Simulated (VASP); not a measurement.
# SiC (P1) in VASP: a series of runs

SiC is run at these levels: PBE; tasks: single point.

Program: VASP 6.6.1. These are calculated values, not measurements. Logs are shortened: lines on timing, memory, paths and dates and some standing lists are left out, and cuts for length are marked.

**1. The cell of the first run**

The typed cell holds 4 atoms: a = 3.092 Å, b = 3.092 Å, c = 5.074 Å, α = 90.00°, β = 90.00°, γ = 120.00°.

**2. Single point, PBE (atom 3 (C) moved by (-0.200, -0.200) A along [1 1 0] and z)**

File INCAR:

```
ALGO = Normal ; EDIFF = 1E-6
ENCUT = 520 ; GGA = PE
ISIF = 2 ; ISMEAR = 0
LASPH = T ; LCHARG = F
LREAL = F ; LWAVE = F
NBANDS = 16 ; NELM = 80
PREC = Accurate ; SIGMA = 0.05
```

File KPOINTS:

```
k-points
0
Gamma
  12 12 6
```

File POSCAR:

```
SiC
1.0
    3.0917664073      0.0000000000      0.0000000000
   -1.5458832036      2.6775482513      0.0000000000
    0.0000000000      0.0000000000      5.0740211774
Si C
2 2
Direct
    0.3333333333      0.6666666667      0.0045635313
    0.6666666667      0.3333333333      0.5045635313
    0.2611833113      0.6138491848      0.3410199994
    0.6666666667      0.3333333333      0.8804364687
```

Potentials or basis: VASP PAW PBE potentials, release 64 (Si, C).

Launch:

```bash
$ cat potpaw_PBE.64/Si/POTCAR potpaw_PBE.64/C/POTCAR > POTCAR
$ mpirun -np 1 vasp_std > vasp.out
```

OUTCAR:

```text
EDIFF = 1E-6
   ENCUT = 520
   GGA = PE
   ISIF = 2
   ISMEAR = 0
   LASPH = T
   LREAL = F
   NELM = 80
   PREC = Accurate

 ion  position               nearest neighbor table
   1  0.333  0.667  0.005-   3 1.72   4 1.89   4 1.89   4 1.89   2 3.10   2 3.10   2 3.10   2 3.10
                             2 3.10   2 3.10
   2  0.667  0.333  0.505-   3 1.80   4 1.91   3 2.02   3 2.10   1 3.10   1 3.10   1 3.10   1 3.10
                             1 3.10   1 3.10
   3  0.261  0.614  0.341-   1 1.72   2 1.80   2 2.02   2 2.10
   4  0.667  0.333  0.880-   1 1.89   1 1.89   1 1.89   2 1.91

  LATTYP: Found a hexagonal cell.
 ALAT       =     3.0917664073
 C/A-ratio  =     1.6411398886

  Lattice vectors:

 A1 = (   3.0917664073,   0.0000000000,   0.0000000000)
 A2 = (  -1.5458832036,   2.6775482513,   0.0000000000)
 A3 = (   0.0000000000,   0.0000000000,   5.0740211774)

Analysis of symmetry for initial positions (statically):
=====================================================================
 Subroutine PRICEL returns:
 Original cell was already a primitive cell.

 Routine SETGRP: Setting up the symmetry group for a
 hexagonal supercell.

 Subroutine GETGRP returns: Found  1 space group operations
 (whereof  1 operations were pure point group operations)
 out of a pool of 24 trial point group operations.

The static configuration has the point symmetry C_1 .

Analysis of symmetry for dynamics (positions and initial velocities):
=====================================================================
 Subroutine PRICEL returns:
 Original cell was already a primitive cell.

 Routine SETGRP: Setting up the symmetry group for a
 hexagonal supercell.

 Subroutine GETGRP returns: Found  1 space group operations
 (whereof  1 operations were pure point group operations)
 out of a pool of 24 trial point group operations.

The dynamic configuration has the point symmetry C_1 .

 Subroutine INISYM returns: Found  1 space group operations
 (whereof  1 operations are pure point group operations),
 and found     1 'primitive' translations

----------------------------------------------------------------------------------------

                                     Primitive cell

  volume of cell :      42.0045

  direct lattice vectors                    reciprocal lattice vectors
     3.091766407  0.000000000  0.000000000     0.323439700  0.186737998  0.000000000
    -1.545883204  2.677548251  0.000000000     0.000000000  0.373475996  0.000000000
     0.000000000  0.000000000  5.074021177     0.000000000  0.000000000  0.197082347

  length of vectors
     3.091766407  3.091766407  5.074021177     0.373475996  0.373475996  0.197082347

  position of ions in fractional coordinates (direct lattice)
     0.333333333  0.666666667  0.004563531
     0.666666667  0.333333333  0.504563531
     0.261183311  0.613849185  0.341019999
     0.666666667  0.333333333  0.880436469

  ion indices of the primitive-cell ions
   primitive index   ion index
                 1           1
                 2           2
                 3           3
                 4           4

----------------------------------------------------------------------------------------

 KPOINTS: k-points

Automatic generation of k-mesh.
 Grid dimensions read from file:
 generate k-points for:   12   12    6

 Generating k-lattice:

  Cartesian coordinates                     Fractional coordinates (reciprocal lattice)
     0.026953308  0.015561500  0.000000000     0.083333333  0.000000000  0.000000000
     0.000000000  0.031123000  0.000000000     0.000000000  0.083333333  0.000000000
     0.000000000  0.000000000  0.032847058     0.000000000  0.000000000  0.166666667

  Length of vectors
     0.031123000  0.031123000  0.032847058

  Shift w.r.t. Gamma in fractional coordinates (k-lattice)
     0.000000000  0.000000000  0.000000000

 Subroutine IBZKPT returns following result:
 ===========================================

 Found    436 irreducible k-points:

 Following reciprocal coordinates:
            Coordinates               Weight
  0.000000  0.000000  0.000000      1.000000
  0.083333 -0.000000  0.000000      2.000000
  0.000000  0.083333  0.000000      2.000000
 -0.083333  0.083333  0.000000      2.000000
  0.166667 -0.000000  0.000000      2.000000
  0.000000  0.166667  0.000000      2.000000
[... 16 lines left out ...]
  0.166667  0.083333  0.000000      2.000000
 -0.083333  0.250000  0.000000      2.000000
 [... further k-points ...]
   k-points           NKPTS =    436   k-points in BZ     NKDIM =    436   number of bands    NBANDS=     16
   number of dos      NEDOS =    301   number of ions     NIONS =      4
   total plane-waves  NPLWV =  23040
   dimension x,y,z NGX =    24 NGY =   24 NGZ =   40
   dimension x,y,z NGXF=    48 NGYF=   48 NGZF=   80
   ions per type =               2   2
   NGX,Y,Z   is equivalent  to a cutoff of  12.90, 12.90, 13.11 a.u.
   NGXF,Y,Z  is equivalent  to a cutoff of  25.81, 25.81, 26.21 a.u.
 SYSTEM =  unknown system
   PREC   = accura    normal or accurate (medium, high low for compatibility)
   ISTART =      0    job   : 0-new  1-cont  2-samecut
   ICHARG =      2    charge: 1-file 2-atom 10-const
   ISPIN  =      1    spin polarized calculation?
   LNONCOLLINEAR =      F non collinear calculations
   LSORBIT =      F    spin-orbit coupling
   LASPH  =      T    aspherical Exc in radial PAW
   ENCUT  =  520.0 eV  38.22 Ry    6.18 a.u.   5.75  5.75  9.43*2*pi/ulx,y,z
   NELM   =     80;   NELMIN=  2; NELMDL= -5     # of ELM steps
   EDIFF  = 0.1E-05   stopping-criterion for ELM
   LREAL  =      F    real-space projection
[... 7 lines left out ...]
   TEBEG  =    0.0;   TEEND  =   0.0 temperature during run
   PSTRESS=    0.0 pullay stress
   NELECT =      16.0000    total number of electrons
   NUPDOWN=      -1.0000    fix difference up-down
   EMIN   =  10.00;   EMAX   =-10.00  energy-range for DOS
   EFERMI =   0.00;   METHOD = LEGACY
   ISMEAR =     0;   SIGMA  =   0.05  broadening in eV -4-tet -1-fermi 0-gaus
   EFERMI_NEDOS =   21; number of points for ismear=-14 and -15
   IALGO  =     38    algorithm
   IMIX   =      4    mixing-type and parameters
     AMIX     =   0.40;   BMIX     =  1.00
     AMIX_MAG =   1.60;   BMIX_MAG =  1.00
  volume/ion in A,a.u.               =      10.50        70.87
  Fermi-wavevector in a.u.,A,eV,Ry     =   1.186723  2.242582 19.161245  1.408312
  Thomas-Fermi vector in A             =   2.322890
   LORBIT       =      0    0 simple, 1 ext, 2 COOP (PROOUT), +10 PAW based schemes
   GGA     = PE    functional components
   LHFCALC =     F    Hartree Fock is set to
   AEXX    =    0.0000 exact exchange contribution
   IVDW    =     0    specifies the selected vdW correction
   LEPSILON=     F    determine dielectric tensor
   LRPA    =     F    only Hartree local field effects (RPA)
 non-spin polarized calculation
 Gauss-broadening in eV      SIGMA  =   0.05
  energy-cutoff  :      520.00
  volume of cell :       42.00
 maximum number of plane-waves:      1170
   NGX = 11   NGY = 11   NGZ = 19

 number of electron      16.0000000 magnetization

 Free energy of the ion-electron system (eV)
  ---------------------------------------------------
  ext. energy  EPLUGINS =         0.00000000
  ---------------------------------------------------
  free energy    TOTEN  =       -29.29059266 eV

  energy without entropy =      -29.29059266  energy(sigma->0) =      -29.29059266

 E-fermi :   8.8657     XC(G=0): -11.2904

 val. band max:        8.6211823975   @ k =   0.0000   0.0000   0.0000
 cond. band min:       9.8346783605   @ k =   0.3333   0.3333   0.0000
 fundamental gap:      1.2134959630
 Fermi energy:         8.8657239332

 k-point     1 :       0.0000    0.0000    0.0000
  band No.  band energies     occupation
      1      -7.4020      2.00000
      2      -3.6959      2.00000
      3      -0.8984      2.00000
      4       6.5047      2.00000
      5       7.0879      2.00000
      6       7.3084      2.00000
[... 8 lines left out ...]
     15      17.7665      0.00000
     16      18.3775      0.00000

 k-point     2 :       0.0833   -0.0000    0.0000
  band No.  band energies     occupation
      1      -7.2827      2.00000
      2      -3.5976      2.00000
      3      -0.7898      2.00000
      4       5.8780      2.00000
      5       6.8487      2.00000
      6       7.1560      2.00000
[... 8 lines left out ...]
     15      17.3132      0.00000
     16      18.0473      0.00000

 k-point     3 :       0.0000    0.0833    0.0000
  band No.  band energies     occupation
      1      -7.2847      2.00000
      2      -3.5974      2.00000
      3      -0.7921      2.00000
      4       6.1429      2.00000
      5       6.5470      2.00000
      6       7.2145      2.00000
[... 8 lines left out ...]
     15      17.6790      0.00000
     16      18.0015      0.00000

 k-point     4 :      -0.0833    0.0833    0.0000
  band No.  band energies     occupation
      1      -7.2842      2.00000
      2      -3.5974      2.00000
      3      -0.7914      2.00000
      4       6.0380      2.00000
      5       6.6646      2.00000
      6       7.2084      2.00000
[... 8 lines left out ...]
     15      17.6482      0.00000
     16      18.1698      0.00000
[... 324 lines left out ...]
 k-point    22 :      -0.1667    0.0833    0.0000
  band No.  band energies     occupation
      1      -7.0467      2.00000
      2      -3.4060      2.00000
      3      -0.5780      2.00000
      4       4.9911      2.00000
      5       6.2105      2.00000
      6       6.9538      2.00000
[... 8 lines left out ...]
     15      17.5703      0.00000
     16      18.0891      0.00000

 k-point    23 :       0.1667    0.0833    0.0000
  band No.  band energies     occupation
      1      -6.5809      2.00000
      2      -3.0491      2.00000
      3      -0.1769      2.00000
      4       3.6986      2.00000
      5       5.2550      2.00000
      6       6.1500      2.00000
[... 8 lines left out ...]
     15      17.6239      0.00000
     16      18.4224      0.00000

 k-point    24 :      -0.0833    0.2500    0.0000
  band No.  band energies     occupation
      1      -6.5970      2.00000
      2      -3.0425      2.00000
      3      -0.1912      2.00000
      4       3.9620      2.00000
      5       5.1065      2.00000
      6       6.3137      2.00000
[... 8 lines left out ...]
     15      17.6822      0.00000
     16      18.6931      0.00000

 [... further k-points ...]
[... 5 lines left out ...]
  --------------------------------------------------------------------------------------
  -------------------------------------------------------------------------------------
  Total        0.6465588     -0.5860647      3.9366510      0.8486963     -0.9681100     -1.3788847
  in kB       24.6616620    -22.3542377    150.1555004     32.3717825    -36.9265758    -52.5947346
  external PRESSURE =      50.8209749 kB  Pullay stress =       0.0000000 kB

 VOLUME and BASIS-vectors are now :
 -----------------------------------------------------------------------------
  energy-cutoff  :      520.00
  volume of cell :       42.00
      direct lattice vectors                 reciprocal lattice vectors
     3.091766407  0.000000000  0.000000000     0.323439700  0.186737998  0.000000000
    -1.545883204  2.677548251  0.000000000     0.000000000  0.373475996  0.000000000
     0.000000000  0.000000000  5.074021177     0.000000000  0.000000000  0.197082347

 POSITION                                       TOTAL-FORCE (eV/Angst)
 -----------------------------------------------------------------------------------
     -0.00000      1.78503      0.02316        -0.065950     -0.061670     -2.991188
      1.54588      0.89252      2.56017        -2.129024     -1.469747     -1.212644
     -0.14142      1.64361      1.73034         2.201922      1.520406      5.398035
      1.54588      0.89252      4.46735        -0.006949      0.011012     -1.194203
 -----------------------------------------------------------------------------------
    total drift:                               -0.000948     -0.000611     -0.000804

  FREE ENERGIE OF THE ION-ELECTRON SYSTEM (eV)
  ---------------------------------------------------
  free  energy   TOTEN  =       -29.2905926610 eV

  energy  without entropy=      -29.2905926610  energy(sigma->0) =      -29.29059266
```

Wall time 2.1 min (1 thread of Intel Xeon Platinum 8488C (Sapphire Rapids), shared host); peak memory 0.34 GiB.

What came out:

| Quantity | Value |
| --- | --- |
| Free energy | -29.2906 eV |
| Pressure | 5.1 GPa |
| Largest force | 6.025 eV/Å |
| Band gap on the k mesh | 1.21 eV, indirect (least direct gap 3.47 eV) |

Forces on the atoms (eV/Å):
```
Si  -0.066 -0.062 -2.991
Si  -2.129 -1.470 -1.213
C    2.202  1.520  5.398
C   -0.007  0.011 -1.194
```

Stress tensor (GPa, compression positive):
```
 2.47  3.24 -5.26
 3.24 -2.24 -3.69
-5.26 -3.69 15.02
```

Levels at points of the mesh, in eV from the valence-band top:
| k point | band 5 | band 6 | band 7 | band 8 | band 9 | band 10 | band 11 | band 12 |
| --- | --- | --- | --- | --- | --- | --- | --- | --- |
| (0.00, 0.00, 0.00) | -1.53 | -1.31 | -0.33 | 0.00 | 4.19 | 5.11 | 6.03 | 6.12 |
| (0.50, 0.00, 0.00) | -5.92 | -4.62 | -3.65 | -1.17 | 2.30 | 3.93 | 5.91 | 6.29 |
| (0.00, 0.50, 0.00) | -6.09 | -3.93 | -3.70 | -1.54 | 2.22 | 2.75 | 5.63 | 6.16 |
| (0.50, 0.50, 0.00) | -6.28 | -4.10 | -3.66 | -1.43 | 2.26 | 3.05 | 5.56 | 6.24 |
| (0.00, 0.00, 0.50) | -1.54 | -1.34 | -1.14 | -0.22 | 5.03 | 5.32 | 6.09 | 6.35 |
| (0.50, 0.00, 0.50) | -3.27 | -3.09 | -2.71 | -2.15 | 2.34 | 2.45 | 4.30 | 5.27 |
| (0.00, 0.50, 0.50) | -3.67 | -3.18 | -2.91 | -2.44 | 2.48 | 2.75 | 4.50 | 4.79 |
| (0.50, 0.50, 0.50) | -3.65 | -3.15 | -2.86 | -2.19 | 2.43 | 2.58 | 4.45 | 4.84 |

Caveat: the cell differs from its parent crystal (atom 3 (C) moved by (-0.200, -0.200) A along [1 1 0] and z); forces of over 1 eV/Å act on the atoms, so gaps and moduli don't describe the material at rest. A k mesh can miss the band edges.

(Continued in part 2 of 2.)
